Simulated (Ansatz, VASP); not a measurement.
## NaLaMnMoO6: VASP beside Ansatz

```
Na La Mn Mo O
1.0
     5.60000    0.00000    0.00000
     0.00000    5.65000    0.00000
    -0.01414    0.00000    8.09999
Na La Mn Mo O
2 2 2 2 12
Cartesian
  2.7334 2.5990 6.0750
  2.8525 3.0510 2.0250
  0.0454 5.4240 6.0750
  5.5405 0.2260 2.0250
  2.8000 0.0000 0.0000
  -0.0071 2.8250 4.0500
  0.0000 2.8250 0.0000
  2.7929 0.0000 4.0500
  5.1412 2.9380 6.1803
  0.4446 2.7120 1.9197
  1.5825 3.9268 7.7355
  4.0034 1.7233 0.3645
  1.0786 1.2147 7.6950
  4.5073 4.4353 0.4050
  2.3483 5.5370 2.1303
  3.2376 0.1130 5.9697
  1.1963 1.1018 4.4145
  4.3896 4.5483 3.6855
  1.7002 4.0397 4.4550
  3.8856 1.6102 3.6450
```

Alike in both runs: task relaxation of cell and atoms; functional PBE; k mesh 2 × 2 × 2; occupations gaussian, width 0.15 eV; collinear spin.

```csv
,VASP,Ansatz
version,VASP 6.6.1,Ansatz 0.2.0
potentials or method,"VASP PAW PBE potentials, release 64 (Na_pv, La, Mn_pv, Mo_sv, O), cutoff 600 eV","scalar-relativistic, plane waves, PAW"
valence electrons in the cell,162,170
```

```tsv
	VASP	Ansatz	Ansatz less VASP
gap on the k mesh at the Fermi level, each at its own relaxed structure (eV)	none	none	-
net moment per atom (μB)	0.39	0.39	-0.001
size of the moment on the site where the two differ most (μB)	3.70	3.30	-0.402
relaxed volume (Å³/atom)	12.16	12.17	+0.015
relaxed cell length with the largest relative difference (Å)	8.152	8.165	+0.0132
```

Site moments also hang on the region over which each program counts them. A gap of «none» marks a metal or a gap that the smearing closes. VASP's potentials hold 162 valence electrons a cell and Ansatz's 170, so a difference there can come from the potentials and not from the codes.

The k mesh is coarse, so the values compare programs but aren't converged. Spin-orbit coupling is off throughout.
